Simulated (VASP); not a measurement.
Input of a VASP 6.6.1 run:

INCAR

```
SYSTEM = NiO
  PREC = Accurate
  ENCUT = 600
  EDIFF = 1E-7
  ISMEAR = 0
  SIGMA = 0.1
  LREAL = .False.
  LASPH = .True.
  NELM = 150
  ALGO = Normal
  ISIF = 3
  LWAVE = .False.
  LCHARG = .False.
  ISPIN = 2
  MAGMOM = 2 0
  LORBIT = 11
  LMAXMIX = 4
  GGA = PE
  IBRION = 2
  NSW = 90
  EDIFFG = -0.04
```

Contents of KPOINTS:

```
Automatic mesh
0
Gamma
  8 8 8
  0 0 0
```

File POSCAR:

```
NiO
1.0
    0.0000000000      2.0913100200      2.0913100200
    2.0913100200      0.0000000000      2.0913100200
    2.0913100200      2.0913100200      0.0000000000
Ni O
1 1
Direct
    0.0000000000      0.0000000000      0.0000000000
    0.5000000000      0.5000000000      0.5000000000
```

Potentials or basis: VASP PAW PBE potentials, release 64 (Ni, O).

Run with:

```sh
$ cat potpaw_PBE.64/Ni/POTCAR potpaw_PBE.64/O/POTCAR > POTCAR
$ mpirun -np 1 vasp_std > vasp.out
```

Task: Estimate the space group after relaxing (to 0.1 Å).

Result: Fm-3m (No. 225).

Task: Estimate the relaxed cell.

Result: a = 2.982 Å, b = 2.982 Å, c = 2.982 Å, α = 60.00°, β = 60.00°, γ = 60.00°.

Step by step:
```csv
step,energy change (eV),largest force (eV/Å),pressure (GPa),volume (Å³)
1,0.0000,0.0000,4.63,18.29
2,-0.0045,0.0000,-2.39,19.00
3,-0.0064,0.0000,0.00,18.75
```

Caveat: a cell with one magnetic atom can't hold antiferromagnetic order, which such compounds often take. PBE usually gives volumes a little too large and moduli too small.
